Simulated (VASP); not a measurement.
Runs of VASP 6.6.1 on Sb. The structure is that of space group I4/mmm (No. 139), or close to it. The cells are those of the table. 

| task | level | cell | k mesh | cutoff (eV) | grid for exact exchange (PRECFOCK) | share of exact exchange | screening parameter | gap on the mesh (eV) | pressure (GPa) | relaxed volume (Å³/atom) |
| --- | --- | --- | --- | --- | --- | --- | --- | --- | --- | --- |
| relaxation of cell and atoms | revPBE+D3(BJ) | relaxed from a = 3.511 Å, angles 126.6, 126.6, 78.8°, 1 atom | 12 × 12 × 12 | 600 | - | - | - | none | 0.0 | 25.50 |
| single point | PBE+D3(BJ) | a = 3.511 Å, angles 126.6, 126.6, 78.8°, 1 atom | 12 × 12 × 12 | 520 | - | - | - | none | -1.4 | - |
| relaxation of cell and atoms | PBE | relaxed from a = 3.511 Å, angles 126.6, 126.6, 78.8°, 1 atom | 12 × 12 × 12 | 600 | - | - | - | none | 0.0 | (a) |
| single point | PBEsol-based screened hybrid with 25 % exact exchange | a = 3.442 Å, angles 125.7, 125.7, 80.4°, 1 atom | 6 × 6 × 6 | 520 | Normal | 0.25 | 0.207 1/Å | none | -1.0 | - |
| single point | PBEsol-based global hybrid with 25 % exact exchange | a = 3.511 Å, angles 126.6, 126.6, 78.8°, 1 atom | 6 × 6 × 6 | 520 | Normal | 0.25 | - | none | (b) | - |

Alike in all rows: potentials or basis VASP PAW PBE potentials, release 64 (Sb); no spin polarisation; smearing fermi-dirac 0.05 eV.

**Question.** Estimate the missing entries.

**Answer.** (a) 27.53; (b) -3.8.

Caveats: some runs use coarse meshes; spin-orbit coupling is left out, which moves the levels of the heavy elements; the PAW data sets were made with another functional, which shifts forces and pressure a little (at least some runs); three body term missing (at least some runs).

A k mesh can miss the band edges, and the runs leave out spin-orbit coupling on Sb.

A gap of «none» marks levels without a gap at the run's occupations.
